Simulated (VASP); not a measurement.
# BeSe (F-43m) in VASP: settings compared

BeSe is run at these levels: PBE, PBEsol; tasks: dielectric tensor, vibrations by perturbation theory.

Program: VASP 6.6.1. These are calculated values, not measurements. Logs are shortened: lines on timing, memory, paths and dates and some standing lists are left out, and cuts for length are marked.

## (1) The cell of the first run

Symmetry: F-43m, No. 216, cubic system. The conventional cell has a = 5.162 Å, b = 5.162 Å, c = 5.162 Å, α = 90.00°, β = 90.00°, γ = 90.00°. Within 3.0 Å of Be (site symmetry -43m) lie 4 Se at 2.24 Å. Within 3.0 Å of Se (site symmetry -43m) lie 4 Be at 2.24 Å.

## (2) Dielectric tensor, PBE

Input file INCAR:

```
SYSTEM = BeSe
PREC     = Accurate       ! precision mode
ENCUT    = 520            ! plane-wave cutoff, eV
EDIFF    = 1E-8           ! SCF threshold, eV
ISMEAR   = 0              ! smearing method
SIGMA    = 0.01           ! smearing width, eV
LREAL    = .FALSE.        ! projectors in reciprocal space
LASPH    = .TRUE.         ! aspherical terms in the spheres
NELM     = 120            ! most SCF steps
ALGO     = Normal         ! electronic algorithm
ISIF     = 2              ! what is computed and relaxed
LWAVE    = .FALSE.        ! write WAVECAR
LCHARG   = .FALSE.        ! write CHGCAR
GGA      = PE             ! functional
LEPSILON = .TRUE.         ! dielectric tensor by DFPT
GGA_COMPAT= .FALSE.
```

Input file KPOINTS:

```
regular mesh
0
G
  8 8 8
  0 0 0
```

Input file POSCAR:

```
BeSe
1.0
    0.0000000000      2.5810353788      2.5810353788
    2.5810353788      0.0000000000      2.5810353788
    2.5810353788      2.5810353788      0.0000000000
Be Se
1 1
Direct
    0.0000000000      0.0000000000      0.0000000000
    0.2500000000      0.2500000000      0.2500000000
```

Potentials or basis: VASP PAW PBE potentials, release 64 (Be, Se).

The run is started by

```bash
> cat potpaw_PBE.64/Be/POTCAR potpaw_PBE.64/Se/POTCAR > POTCAR
> mpirun -np 1 vasp_std > vasp.out
```

OUTCAR:

```text
SYSTEM = BeSe
   PREC = Accurate
   ENCUT = 520
   EDIFF = 1E-8
   ISMEAR = 0
   LREAL = .FALSE.
   LASPH = .TRUE.
   NELM = 120
   ISIF = 2
   GGA = PE
   LEPSILON = .TRUE.

 ion  position               nearest neighbor table
   1  0.000  0.000  0.000-   2 2.24   2 2.24   2 2.24   2 2.24
   2  0.250  0.250  0.250-   1 2.24   1 2.24   1 2.24   1 2.24

  LATTYP: Found a face centered cubic cell.
 ALAT       =     5.1620707576

  Lattice vectors:

 A1 = (   0.0000000000,   2.5810353788,   2.5810353788)
 A2 = (   2.5810353788,   0.0000000000,   2.5810353788)
 A3 = (   2.5810353788,   2.5810353788,   0.0000000000)

Analysis of symmetry for initial positions (statically):
=====================================================================
 Subroutine PRICEL returns:
 Original cell was already a primitive cell.

 Routine SETGRP: Setting up the symmetry group for a
 face centered cubic supercell.

 Subroutine GETGRP returns: Found 24 space group operations
 (whereof 24 operations were pure point group operations)
 out of a pool of 48 trial point group operations.

The static configuration has the point symmetry T_d .

Analysis of symmetry for dynamics (positions and initial velocities):
=====================================================================
 Subroutine PRICEL returns:
 Original cell was already a primitive cell.

 Routine SETGRP: Setting up the symmetry group for a
 face centered cubic supercell.

 Subroutine GETGRP returns: Found 24 space group operations
 (whereof 24 operations were pure point group operations)
 out of a pool of 48 trial point group operations.

The dynamic configuration has the point symmetry T_d .

 Subroutine INISYM returns: Found 24 space group operations
 (whereof 24 operations are pure point group operations),
 and found     1 'primitive' translations

----------------------------------------------------------------------------------------

                                     Primitive cell

  volume of cell :      34.3884

  direct lattice vectors                    reciprocal lattice vectors
     0.000000000  2.581035379  2.581035379    -0.193720708  0.193720708  0.193720708
     2.581035379  0.000000000  2.581035379     0.193720708 -0.193720708  0.193720708
     2.581035379  2.581035379  0.000000000     0.193720708  0.193720708 -0.193720708

  length of vectors
     3.650135238  3.650135238  3.650135238     0.335534108  0.335534108  0.335534108

  position of ions in fractional coordinates (direct lattice)
     0.000000000  0.000000000  0.000000000
     0.250000000  0.250000000  0.250000000

  ion indices of the primitive-cell ions
   primitive index   ion index
                 1           1
                 2           2

----------------------------------------------------------------------------------------

 KPOINTS: regular mesh

Automatic generation of k-mesh.
 Grid dimensions read from file:
 generate k-points for:    8    8    8

 Generating k-lattice:

  Cartesian coordinates                     Fractional coordinates (reciprocal lattice)
    -0.024215088  0.024215088  0.024215088     0.125000000  0.000000000  0.000000000
     0.024215088 -0.024215088  0.024215088     0.000000000  0.125000000  0.000000000
     0.024215088  0.024215088 -0.024215088     0.000000000  0.000000000  0.125000000
[... 75 lines left out ...]
   IMIX   =      4    mixing-type and parameters
     AMIX     =   0.40;   BMIX     =  1.00
     AMIX_MAG =   1.60;   BMIX_MAG =  1.00
  volume/ion in A,a.u.               =      17.19       116.03
  Fermi-wavevector in a.u.,A,eV,Ry     =   1.006856  1.902683 13.793040  1.013760
  Thomas-Fermi vector in A             =   2.139625
   LORBIT       =      0    0 simple, 1 ext, 2 COOP (PROOUT), +10 PAW based schemes
   GGA     = PE    functional components
   LHFCALC =     F    Hartree Fock is set to
   AEXX    =    0.0000 exact exchange contribution
   IVDW    =     0    specifies the selected vdW correction
   LEPSILON=     T    determine dielectric tensor
   LRPA    =     F    only Hartree local field effects (RPA)
 non-spin polarized calculation
 Gauss-broadening in eV      SIGMA  =   0.01
  energy-cutoff  :      520.00
  volume of cell :       34.39
 maximum number of plane-waves:       941
   NGX = 13   NGY = 13   NGZ = 13

--------------------------------------- Ionic step        1  -------------------------------------------

 number of electron       7.9999999 magnetization

 E-fermi :   3.3448     XC(G=0):  -9.3881

 val. band max:        3.2600142247   @ k =   0.0000   0.0000   0.0000
 cond. band min:       5.9043065467   @ k =   0.5000   0.5000   0.0000
 fundamental gap:      2.6442923220
 Fermi energy:         3.3447592886

 k-point     1 :       0.0000    0.0000    0.0000
  band No.  band energies     occupation
      1     -10.4719      2.00000
      2       3.2600      2.00000
      3       3.2600      2.00000
      4       3.2600      2.00000
      5       7.5486      0.00000
      6       8.2707      0.00000
      7       8.2707      0.00000
      8       8.2707      0.00000
[... 243 lines left out ...]
 k-point    24 :      -0.3750    0.2500    0.1250
  band No.  band energies     occupation
      1      -8.9275      2.00000
      2      -1.8918      2.00000
      3       0.4383      2.00000
      4       1.4192      2.00000
      5       8.7391      0.00000
      6       8.9540      0.00000
      7      11.5386      0.00000
      8      12.8738      0.00000

 [... further k-points ...]

  FORCE on cell =-STRESS in cart. coord.  units (eV):
  Direction    XX          YY          ZZ          XY          YZ          ZX
  --------------------------------------------------------------------------------------
  -------------------------------------------------------------------------------------
  Total        0.1903974      0.1903974      0.1903974      0.0000000     -0.0000000     -0.0000000
  in kB        8.8707386      8.8707386      8.8707386      0.0000000     -0.0000000     -0.0000000
  external PRESSURE =       8.8707386 kB  Pullay stress =       0.0000000 kB

 VOLUME and BASIS-vectors are now :
 -----------------------------------------------------------------------------
  energy-cutoff  :      520.00
  volume of cell :       34.39
      direct lattice vectors                 reciprocal lattice vectors
     0.000000000  2.581035379  2.581035379    -0.193720708  0.193720708  0.193720708
     2.581035379  0.000000000  2.581035379     0.193720708 -0.193720708  0.193720708
     2.581035379  2.581035379  0.000000000     0.193720708  0.193720708 -0.193720708

 POSITION                                       TOTAL-FORCE (eV/Angst)
 -----------------------------------------------------------------------------------
      0.00000      0.00000      0.00000        -0.000000     -0.000000     -0.000000
      1.29052      1.29052      1.29052         0.000000      0.000000      0.000000
 -----------------------------------------------------------------------------------
    total drift:                                0.000000      0.000000      0.000000

  FREE ENERGIE OF THE ION-ELECTRON SYSTEM (eV)
  ---------------------------------------------------
  free  energy   TOTEN  =        -8.8581312563 eV

  energy  without entropy=       -8.8581312563  energy(sigma->0) =       -8.85813126

 HEAD OF MICROSCOPIC STATIC DIELECTRIC TENSOR (INDEPENDENT PARTICLE, excluding Hartree and local field effects)
 ------------------------------------------------------
           6.488333     0.000000     0.000000
          -0.000000     6.488333    -0.000000
           0.000000     0.000000     6.488333
 ------------------------------------------------------

 Free energy of the ion-electron system (eV)
  ---------------------------------------------------
  ---------------------------------------------------
  free energy    TOTEN  =        -0.53678181 eV

  energy without entropy =       -0.53678181

------------------------ aborting loop because EDIFF is reached ----------------------------------------

--------------------------------------- Ionic step        2  -------------------------------------------

------------------------ aborting loop because EDIFF is reached ----------------------------------------

--------------------------------------- Ionic step        3  -------------------------------------------

 Free energy of the ion-electron system (eV)
  ---------------------------------------------------
  ---------------------------------------------------
  free energy    TOTEN  =        -0.53678151 eV

  energy without entropy =       -0.53678151

------------------------ aborting loop because EDIFF is reached ----------------------------------------

 PIEZOELECTRIC TENSOR FIELD DIRECTION 3  (e Angst)
 -----------------------------------------------------------------------------
    -0.00059 -1.28830  0.00000           (  0.00000  0.05015  0.00000)
    -1.28830 -0.00059  0.00000           (  0.05015  0.00000  0.00000)
     0.00000  0.00000 -0.00015           (  0.00000  0.00000  0.00000)

 PIEZOELECTRIC TENSOR FIELD DIRECTION 3  (C/m^2)
 -----------------------------------------------------------------------------
    -0.00027 -0.60023  0.00000
    -0.60023 -0.00027  0.00000
     0.00000  0.00000 -0.00007

 MACROSCOPIC STATIC DIELECTRIC TENSOR (including local field effects in DFT)
 ------------------------------------------------------
           6.073652     0.000000    -0.000000
          -0.000000     6.073652     0.000000
          -0.000000     0.000000     6.073652
 ------------------------------------------------------

 PIEZOELECTRIC TENSOR (including local field effects)  for field in x, y, z        (e  Angst)
          XX          YY          ZZ          XY          YZ          ZX
  --------------------------------------------------------------------------------
  x    -0.00000     0.00000     0.00000     0.00000    -1.29148    -0.00000
  y     0.00000    -0.00000     0.00000    -0.00000    -0.00000    -1.29148
  z     0.00000    -0.00000     0.00000    -1.29148    -0.00000     0.00000

 PIEZOELECTRIC TENSOR (including local field effects)  for field in x, y, z        (C/m^2)
          XX          YY          ZZ          XY          YZ          ZX
  --------------------------------------------------------------------------------
  x    -0.00000     0.00000     0.00000     0.00000    -0.60171    -0.00000
  y     0.00000    -0.00000     0.00000    -0.00000    -0.00000    -0.60171
  z     0.00000    -0.00000     0.00000    -0.60171    -0.00000     0.00000

 BORN EFFECTIVE CHARGES (including local field effects) (in |e|, cummulative output)
 ---------------------------------------------------------------------------------
 ion    1
    1     1.55923     0.00000     0.00000
    2    -0.00000     1.55923    -0.00000
    3     0.00000    -0.00000     1.55923
 ion    2
    1    -1.55923    -0.00000    -0.00000
    2     0.00000    -1.55923     0.00000
    3    -0.00000     0.00000    -1.55923
```

Run time: 2.1 min. Hardware: 1 thread of Intel Xeon Platinum 8259CL at 2.50GHz (Skylake/Cascade Lake), shared host; peak memory 0.21 GiB.

What came out:

```yaml
Band_gap_on_the_k_mesh: 2.64 eV, indirect (least direct gap 4.29 eV)
Electronic_dielectric_tensor_diagonal: 6.07
Born_charges_mean_of_the_diagonal: Be +1.56; Se -1.56 e
```

Electronic dielectric tensor:
```
6.07 0.00 0.00
0.00 6.07 0.00
0.00 0.00 6.07
```

Born effective charge tensors (e):
atom 1, Be
```
1.56 0.00 0.00
0.00 1.56 0.00
0.00 0.00 1.56
```
atom 2, Se
```
-1.56  0.00  0.00
 0.00 -1.56  0.00
 0.00  0.00 -1.56
```

A k mesh can miss the band edges.

## (3) Vibrations by perturbation theory, PBEsol

This run uses another cell than the first one, of 16.86 Å³/atom, 0.981 times its volume.

Input file INCAR:

```
SYSTEM = BeSe
ALGO = Normal
EDIFF = 1E-8
ENCUT = 600
GGA = PS
GGA_COMPAT = .False.
IBRION = 8
ISIF = 2
ISMEAR = 0
LASPH = .True.
LCHARG = .False.
LEPSILON = .True.
LREAL = .False.
LWAVE = .False.
NBANDS = 11
NELM = 120
NSW = 1
PREC = Accurate
SIGMA = 0.01
```

Input file KPOINTS:

```
k-points
0
Gamma
  8 8 8
  0 0 0
```

Input file POSCAR:

```
BeSe
1.0
    0.0000000000      2.5642998128      2.5642998128
    2.5642998128      0.0000000000      2.5642998128
    2.5642998128      2.5642998128      0.0000000000
Be Se
1 1
Direct
    0.0000000000      0.0000000000      0.0000000000
    0.2500000000      0.2500000000      0.2500000000
```

Potentials or basis: VASP PAW PBE potentials, release 64 (Be, Se).

The run is started by

```bash
> cat potpaw_PBE.64/Be/POTCAR potpaw_PBE.64/Se/POTCAR > POTCAR
> mpirun -np 1 vasp_std > vasp.out
```

OUTCAR:

```text
SYSTEM = BeSe
   EDIFF = 1E-8
   ENCUT = 600
   GGA = PS
   IBRION = 8
   ISIF = 2
   ISMEAR = 0
   LASPH = .True.
   LEPSILON = .True.
   LREAL = .False.
   NELM = 120
   NSW = 1
   PREC = Accurate

 ion  position               nearest neighbor table
   1  0.000  0.000  0.000-   2 2.22   2 2.22   2 2.22   2 2.22
   2  0.250  0.250  0.250-   1 2.22   1 2.22   1 2.22   1 2.22

  LATTYP: Found a face centered cubic cell.
 ALAT       =     5.1285996256

  Lattice vectors:

 A1 = (   0.0000000000,   2.5642998128,   2.5642998128)
 A2 = (   2.5642998128,   0.0000000000,   2.5642998128)
 A3 = (   2.5642998128,   2.5642998128,   0.0000000000)

Analysis of symmetry for initial positions (statically):
=====================================================================
 Subroutine PRICEL returns:
 Original cell was already a primitive cell.

 Routine SETGRP: Setting up the symmetry group for a
 face centered cubic supercell.

 Subroutine GETGRP returns: Found 24 space group operations
 (whereof 24 operations were pure point group operations)
 out of a pool of 48 trial point group operations.

The static configuration has the point symmetry T_d .

Analysis of symmetry for dynamics (positions and initial velocities):
=====================================================================
 Subroutine PRICEL returns:
 Original cell was already a primitive cell.

 Routine SETGRP: Setting up the symmetry group for a
 face centered cubic supercell.
[... 595 lines left out ...]

 PIEZOELECTRIC TENSOR (including local field effects)  for field in x, y, z        (C/m^2)
          XX          YY          ZZ          XY          YZ          ZX
  --------------------------------------------------------------------------------
  x     0.00000    -0.00000     0.00000     0.00000    -0.59304     0.00000
  y     0.00000     0.00000     0.00000     0.00000     0.00000    -0.59304
  z    -0.00000     0.00000     0.00000    -0.59304     0.00000     0.00000

 BORN EFFECTIVE CHARGES (including local field effects) (in |e|, cummulative output)
 ---------------------------------------------------------------------------------
 ion    1
    1     1.53087     0.00000     0.00000
    2     0.00000     1.53087     0.00000
    3     0.00000     0.00000     1.53087
 ion    2
    1    -1.53087     0.00000     0.00000
    2     0.00000    -1.53087     0.00000
    3     0.00000    -0.00000    -1.53087

 INTERNAL STRAIN TENSOR FOR ION    2 for displacements in x,y,z  (eV/Angst):
          X           Y           Z          XY          YZ          ZX
  --------------------------------------------------------------------------------
  x    -0.00000    -0.00000    -0.00000     0.00000    -4.70939     0.00000
  y    -0.00000     0.00000    -0.00000     0.00000     0.00000    -4.70939
  z    -0.00000    -0.00000    -0.00000    -4.70939     0.00000     0.00000

 SECOND DERIVATIVES (NOT SYMMETRIZED)
 ------------------------------------
               1X          1Y          1Z          2X          2Y          2Z
  1X    -7.795539    0.000000    0.000000    7.795539    0.000000    0.000000
  1Y     0.000000   -7.795539    0.000000    0.000000    7.795539    0.000000
  1Z     0.000000    0.000000   -7.795539    0.000000    0.000000    7.795539
  2X     7.799030    0.000000    0.000000   -7.799030    0.000000    0.000000
  2Y     0.000000    7.799030    0.000000    0.000000   -7.799030    0.000000
  2Z     0.000000    0.000000    7.799030    0.000000    0.000000   -7.799030

 Eigenvectors and eigenvalues of the dynamical matrix
 ----------------------------------------------------

   1 f  =   15.346884 THz    96.427315 2PiTHz  511.916944 cm-1    63.469583 meV
             X         Y         Z           dx          dy          dz
      0.000000  0.000000  0.000000     0.000000    0.947368    0.000000
      1.282150  1.282150  1.282150     0.000000   -0.320145    0.000000
[... 21 lines left out ...]
   6 f/i=    0.001042 THz     0.006547 2PiTHz    0.034757 cm-1     0.004309 meV
             X         Y         Z           dx          dy          dz
      0.000000  0.000000  0.000000     0.000000   -0.320145    0.000000
      1.282150  1.282150  1.282150     0.000000   -0.947368    0.000000

--------------------------------------------------------------------------------------------------------

 MACROSCOPIC STATIC DIELECTRIC TENSOR IONIC CONTRIBUTION
 ------------------------------------------------------
           1.612737    -0.000000     0.000000
          -0.000000     1.612737    -0.000000
           0.000000    -0.000000     1.612737
 ------------------------------------------------------

 ELASTIC MODULI CONTR FROM IONIC RELAXATION (kBar)
 Direction    XX          YY          ZZ          XY          YZ          ZX
 --------------------------------------------------------------------------------
 XX          -0.0000      0.0000      0.0000     -0.0000      0.0000     -0.0000
 YY           0.0000     -0.0000     -0.0000     -0.0000     -0.0000      0.0000
 ZZ           0.0000     -0.0000     -0.0000      0.0000     -0.0000     -0.0000
 XY          -0.0000     -0.0000      0.0000   -136.5721     -0.0000      0.0000
 YZ           0.0000     -0.0000     -0.0000     -0.0000   -136.5721      0.0000
 ZX          -0.0000      0.0000     -0.0000      0.0000      0.0000   -136.5721
 --------------------------------------------------------------------------------

 PIEZOELECTRIC TENSOR IONIC CONTR  for field in x, y, z        (C/m^2)
          XX          YY          ZZ          XY          YZ          ZX
  --------------------------------------------------------------------------------
  x    -0.00000     0.00000     0.00000     0.00000     0.44161    -0.00000
  y     0.00000    -0.00000     0.00000    -0.00000    -0.00000     0.44161
  z     0.00000     0.00000    -0.00000     0.44161     0.00000    -0.00000
```

It took 6.5 min on 1 thread of Intel Xeon Platinum 8259CL at 2.50GHz (Skylake/Cascade Lake), shared host; peak memory 0.27 GiB.

What came out:

```
Electronic dielectric tensor (diagonal)                 : 6.18
Born charges (mean of the diagonal)                     : Be +1.53; Se -1.53 e
Highest phonon frequency at Γ, LO-TO splitting left out : 512 cm⁻¹
```

Phonon frequencies in cm⁻¹ (negative: imaginary):
| q point | frequencies |
| --- | --- |
| (0.000, 0.000, 0.000) | 0 0 0 512 512 512 |

Electronic dielectric tensor:
```
6.18 0.00 0.00
0.00 6.18 0.00
0.00 0.00 6.18
```

Born effective charge tensors (e):
atom 1, Be
```
1.53 0.00 0.00
0.00 1.53 0.00
0.00 0.00 1.53
```
atom 2, Se
```
-1.53  0.00  0.00
 0.00 -1.53  0.00
 0.00  0.00 -1.53
```

Caveat: the PAW data sets were made with another functional, which shifts forces and pressure a little.
